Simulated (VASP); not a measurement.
# KTaO3 in VASP: notebook

KTaO3 is run at these levels: PBE; tasks: electric field gradients.

Everything below comes from runs of VASP 6.6.1. Logs are shortened: lines on timing, memory, paths and dates and some standing lists are left out, and cuts for length are marked.

### 1 The cell of the first run

It takes space group P4/mmm (No. 123, tetragonal). The conventional cell has a = 4.068 Å, b = 4.068 Å, c = 3.988 Å, α = 90.00°, β = 90.00°, γ = 90.00°. K (site symmetry 4/mmm) has 12 O at 2.85 to 2.88 Å and 8 Ta at 3.50 Å within 3.8 Å. Within 2.6 Å of Ta (site symmetry 4/mmm) lie 6 O at 1.99 to 2.03 Å. O (site symmetry mmm) has 2 Ta at 2.03 Å within 2.7 Å. Within 2.6 Å of O (site symmetry 4/mmm) lie 2 Ta at 1.99 Å.

### 2 Electric field gradients, PBE (equal xx and yy strain of +2 %)

INCAR

```
ALGO     = Normal         # electronic algorithm
EDIFF    = 1E-8           # SCF threshold, eV
ENCUT    = 520            # plane-wave cutoff, eV
GGA      = PE             # functional
ISIF     = 2              # what is computed and relaxed
ISMEAR   = -1             # smearing method
LASPH    = T              # aspherical terms in the spheres
LCHARG   = F              # write CHGCAR
LEFG     = T            
LREAL    = F              # projectors in reciprocal space
LWAVE    = F              # write WAVECAR
NBANDS   = 27             # bands
NELM     = 80             # most SCF steps
PREC     = Accurate       # precision mode
SIGMA    = 0.01           # smearing width, eV
```

KPOINTS

```
k-points
0
Gamma
  5 5 5
```

POSCAR

```
KTaO3
1.0
    4.0680660000      0.0000000000      0.0000000000
    0.0000000000      4.0680660000      0.0000000000
    0.0000000000      0.0000000000      3.9883000000
K Ta O
1 1 3
Direct
    0.5000000000      0.5000000000      0.5000000000
    0.0000000000      0.0000000000      0.0000000000
    0.5000000000      0.0000000000      0.0000000000
    0.0000000000      0.5000000000      0.0000000000
    0.0000000000      0.0000000000      0.5000000000
```

Potentials or basis: VASP PAW PBE potentials, release 64 (K_sv, Ta_pv, O).

Started as:

```bash
$ cat potpaw_PBE.64/K_sv/POTCAR potpaw_PBE.64/Ta_pv/POTCAR potpaw_PBE.64/O/POTCAR > POTCAR
$ mpirun -np 1 vasp_std > vasp.out
```

OUTCAR:

```text
EDIFF = 1E-8
   ENCUT = 520
   GGA = PE
   ISIF = 2
   ISMEAR = -1
   LASPH = T
   LREAL = F
   NELM = 80
   PREC = Accurate

 ion  position               nearest neighbor table
   1  0.500  0.500  0.500-   3 2.85   4 2.85   3 2.85   4 2.85   3 2.85   3 2.85   4 2.85   4 2.85
                             5 2.88   5 2.88   5 2.88   5 2.88   2 3.50   2 3.50   2 3.50   2 3.50
   2  0.000  0.000  0.000-   5 1.99   5 1.99   3 2.03   4 2.03   4 2.03   3 2.03   1 3.50   1 3.50
                             1 3.50   1 3.50   1 3.50   1 3.50   1 3.50   1 3.50
   3  0.500  0.000  0.000-   2 2.03   2 2.03   1 2.85   1 2.85   1 2.85   1 2.85
   4  0.000  0.500  0.000-   2 2.03   2 2.03   1 2.85   1 2.85   1 2.85   1 2.85
   5  0.000  0.000  0.500-   2 1.99   2 1.99   1 2.88   1 2.88   1 2.88   1 2.88

  LATTYP: Found a simple tetragonal cell.
 ALAT       =     4.0680660000
 C/A-ratio  =     0.9803921569

  Lattice vectors:

 A1 = (   4.0680660000,   0.0000000000,   0.0000000000)
 A2 = (   0.0000000000,   4.0680660000,   0.0000000000)
 A3 = (   0.0000000000,   0.0000000000,   3.9883000000)

Analysis of symmetry for initial positions (statically):
=====================================================================
 Subroutine PRICEL returns:
 Original cell was already a primitive cell.

 Routine SETGRP: Setting up the symmetry group for a
 simple tetragonal supercell.

 Subroutine GETGRP returns: Found 16 space group operations
 (whereof 16 operations were pure point group operations)
 out of a pool of 16 trial point group operations.

The static configuration has the point symmetry D_4h.

Analysis of symmetry for dynamics (positions and initial velocities):
=====================================================================
 Subroutine PRICEL returns:
 Original cell was already a primitive cell.

 Routine SETGRP: Setting up the symmetry group for a
 simple tetragonal supercell.

 Subroutine GETGRP returns: Found 16 space group operations
 (whereof 16 operations were pure point group operations)
 out of a pool of 16 trial point group operations.

The dynamic configuration has the point symmetry D_4h.

 Subroutine INISYM returns: Found 16 space group operations
 (whereof 16 operations are pure point group operations),
 and found     1 'primitive' translations

----------------------------------------------------------------------------------------

                                     Primitive cell

  volume of cell :      66.0030

  direct lattice vectors                    reciprocal lattice vectors
     4.068066000  0.000000000  0.000000000     0.245817054  0.000000000  0.000000000
     0.000000000  4.068066000  0.000000000     0.000000000  0.245817054  0.000000000
     0.000000000  0.000000000  3.988300000     0.000000000  0.000000000  0.250733395

  length of vectors
     4.068066000  4.068066000  3.988300000     0.245817054  0.245817054  0.250733395

  position of ions in fractional coordinates (direct lattice)
     0.500000000  0.500000000  0.500000000
     0.000000000  0.000000000  0.000000000
     0.500000000  0.000000000  0.000000000
     0.000000000  0.500000000  0.000000000
     0.000000000  0.000000000  0.500000000

  ion indices of the primitive-cell ions
   primitive index   ion index
                 1           1
                 2           2
                 3           3
                 4           4
                 5           5

----------------------------------------------------------------------------------------

 KPOINTS: k-points

Automatic generation of k-mesh.
 Grid dimensions read from file:
 generate k-points for:    5    5    5

 Generating k-lattice:

  Cartesian coordinates                     Fractional coordinates (reciprocal lattice)
     0.049163411  0.000000000  0.000000000     0.200000000  0.000000000  0.000000000
     0.000000000  0.049163411  0.000000000     0.000000000  0.200000000  0.000000000
     0.000000000  0.000000000  0.050146679     0.000000000  0.000000000  0.200000000
[... 39 lines left out ...]
   NGXF,Y,Z  is equivalent  to a cutoff of  24.52, 24.52, 25.01 a.u.
 SYSTEM =  unknown system
   PREC   = accura    normal or accurate (medium, high low for compatibility)
   ISTART =      0    job   : 0-new  1-cont  2-samecut
   ICHARG =      2    charge: 1-file 2-atom 10-const
   ISPIN  =      1    spin polarized calculation?
   LNONCOLLINEAR =      F non collinear calculations
   LSORBIT =      F    spin-orbit coupling
   LASPH  =      T    aspherical Exc in radial PAW
   ENCUT  =  520.0 eV  38.22 Ry    6.18 a.u.   7.56  7.56  7.42*2*pi/ulx,y,z
   NELM   =     80;   NELMIN=  2; NELMDL= -5     # of ELM steps
   EDIFF  = 0.1E-07   stopping-criterion for ELM
   LREAL  =      F    real-space projection
   EDIFFG = 0.1E-06   stopping-criterion for IOM
   NSW    =      0    number of steps for IOM
   IBRION =     -1    ionic relax: 0-MD 1-quasi-New 2-CG
   NFREE  =      0    steps in history (QN), initial steepest desc. (CG)
   ISIF   =      2    stress and relaxation
   ISYM   =      2    0-nonsym 1-usesym 2-fastsym
   POTIM  = 0.5000    time-step for ionic-motion
   TEBEG  =    0.0;   TEEND  =   0.0 temperature during run
   PSTRESS=    0.0 pullay stress
   NELECT =      38.0000    total number of electrons
   NUPDOWN=      -1.0000    fix difference up-down
   EMIN   =  10.00;   EMAX   =-10.00  energy-range for DOS
   EFERMI =   0.00;   METHOD = LEGACY
   ISMEAR =    -1;   SIGMA  =   0.01  broadening in eV -4-tet -1-fermi 0-gaus
   EFERMI_NEDOS =   21; number of points for ismear=-14 and -15
   IALGO  =     38    algorithm
   IMIX   =      4    mixing-type and parameters
     AMIX     =   0.40;   BMIX     =  1.00
     AMIX_MAG =   1.60;   BMIX_MAG =  1.00
  volume/ion in A,a.u.               =      13.20        89.08
  Fermi-wavevector in a.u.,A,eV,Ry     =   1.361909  2.573635 25.236034  1.854796
  Thomas-Fermi vector in A             =   2.488444
   LORBIT       =      0    0 simple, 1 ext, 2 COOP (PROOUT), +10 PAW based schemes
   GGA     = PE    functional components
[... 5 lines left out ...]
 non-spin polarized calculation
  energy-cutoff  :      520.00
  volume of cell :       66.00
 maximum number of plane-waves:      1801
 NGX is ok and might be reduce to    30
   NGX = 15   NGY = 15   NGZ = 15

 number of electron      37.9999986 magnetization

 Free energy of the ion-electron system (eV)
  ---------------------------------------------------
  ext. energy  EPLUGINS =         0.00000000
  ---------------------------------------------------
  free energy    TOTEN  =       -41.04246670 eV

  energy without entropy =      -41.04246670  energy(sigma->0) =      -41.04246670

 E-fermi :   1.7058     XC(G=0): -10.6688

 val. band max:        1.4356927028   @ k =   0.4000   0.4000   0.4000
 cond. band min:       3.6013487887   @ k =   0.0000   0.0000   0.0000
 fundamental gap:      2.1656560860
 Fermi energy:         1.7057589874

 k-point     1 :       0.0000    0.0000    0.0000
  band No.  band energies     occupation
      1     -32.7895      2.00000
      2     -32.7642      2.00000
      3     -32.7642      2.00000
      4     -25.8210      2.00000
      5     -15.9065      2.00000
      6     -15.2439      2.00000
[... 529 lines left out ...]
     26      12.5659      0.00000
     27      12.7970      0.00000

------------------------ aborting loop because EDIFF is reached ----------------------------------------

  FORCE on cell =-STRESS in cart. coord.  units (eV):
  Direction    XX          YY          ZZ          XY          YZ          ZX
  --------------------------------------------------------------------------------------
  -------------------------------------------------------------------------------------
  Total       -1.5822885     -1.5822885      1.1695288      0.0000000      0.0000000      0.0000000
  in kB      -38.4089520    -38.4089520     28.3894974      0.0000000      0.0000000      0.0000000
  external PRESSURE =     -16.1428022 kB  Pullay stress =       0.0000000 kB

 VOLUME and BASIS-vectors are now :
 -----------------------------------------------------------------------------
  energy-cutoff  :      520.00
  volume of cell :       66.00
      direct lattice vectors                 reciprocal lattice vectors
     4.068066000  0.000000000  0.000000000     0.245817054  0.000000000  0.000000000
     0.000000000  4.068066000  0.000000000     0.000000000  0.245817054  0.000000000
     0.000000000  0.000000000  3.988300000     0.000000000  0.000000000  0.250733395

 POSITION                                       TOTAL-FORCE (eV/Angst)
 -----------------------------------------------------------------------------------
      2.03403      2.03403      1.99415         0.000000      0.000000      0.000000
      0.00000      0.00000      0.00000         0.000000      0.000000      0.000000
      2.03403      0.00000      0.00000         0.000000      0.000000      0.000000
      0.00000      2.03403      0.00000         0.000000      0.000000      0.000000
      0.00000      0.00000      1.99415         0.000000      0.000000      0.000000
 -----------------------------------------------------------------------------------
    total drift:                                0.000000     -0.000000      0.000000

  FREE ENERGIE OF THE ION-ELECTRON SYSTEM (eV)
  ---------------------------------------------------
  free  energy   TOTEN  =       -41.0424667013 eV

  energy  without entropy=      -41.0424667013  energy(sigma->0) =      -41.04246670

 Electric field gradients (V/A^2)
---------------------------------------------------------------------
 ion       V_xx      V_yy      V_zz      V_xy      V_xz      V_yz
---------------------------------------------------------------------
   1       0.868     0.868    -1.736     0.000     0.000     0.000
   2      50.824    50.824  -101.647    -0.000    -0.000     0.000
   3      29.457   -12.142   -17.316    -0.000    -0.000     0.000
   4     -12.142    29.457   -17.316     0.000     0.000    -0.000
   5      -8.876    -8.876    17.752    -0.000     0.000     0.000
---------------------------------------------------------------------

 Electric field gradients after diagonalization (V/A^2)
 (convention: |V_zz| > |V_xx| > |V_yy|)
----------------------------------------------------------------------
 ion       V_xx      V_yy      V_zz     asymmetry (V_yy - V_xx)/ V_zz
----------------------------------------------------------------------
   1       0.868     0.868    -1.736       0.000
   2      50.824    50.824  -101.647       0.000
   3     -17.316   -12.142    29.457       0.176
   4     -17.316   -12.142    29.457       0.176
   5      -8.876    -8.876    17.752       0.000
----------------------------------------------------------------------

           NMR quadrupolar parameters

 Cq : quadrupolar parameter    Cq=e*Q*V_zz/h
 eta: asymmetry parameters     (V_yy - V_xx)/ V_zz
 Q  : nuclear electric quadrupole moment in mb (millibarn)
----------------------------------------------------------------------
 ion       Cq(MHz)       eta       Q (mb)
----------------------------------------------------------------------
   1      -0.004       0.000       1.000
   2      -0.246       0.000       1.000
   3       0.071       0.176       1.000
   4       0.071       0.176       1.000
   5       0.043       0.000       1.000
----------------------------------------------------------------------
```

It took 72 s on 1 thread of AMD EPYC 7R13, shared host; peak memory 0.18 GiB.

What came out:

```yaml
Free_energy: -41.0425 eV
Pressure: -1.6 GPa
Band_gap_on_the_k_mesh: 2.17 eV, indirect (least direct gap 2.68 eV)
```

Stress tensor (GPa, compression positive):
```
-3.84  0.00  0.00
 0.00 -3.84  0.00
 0.00  0.00  2.84
```

Levels at points of the mesh, in eV from the valence-band top:
| k point | band 17 | band 18 | band 19 | band 20 | band 21 | band 22 |
| --- | --- | --- | --- | --- | --- | --- |
| (0.00, 0.00, 0.00) | -0.53 | -0.53 | -0.52 | 2.17 | 2.19 | 2.19 |

Electric field gradients, principal values (V/Å²):
```csv
atom,least,middle,greatest (by size)
1 K,0.868,0.868,-1.736
2 Ta,50.824,50.824,-101.647
3 O,-12.142,-17.316,29.457
4 O,-12.142,-17.316,29.457
5 O,-8.876,-8.876,17.752
```

Caveat: the cell differs from its parent crystal (equal xx and yy strain of +2 %); without QUAD_EFG the Cq values of the log hold for a quadrupole moment of 1 mb, not for the nuclei; spin-orbit coupling is left out, which moves the levels of the heavy elements.

(Part 1 of 4 ends here.)
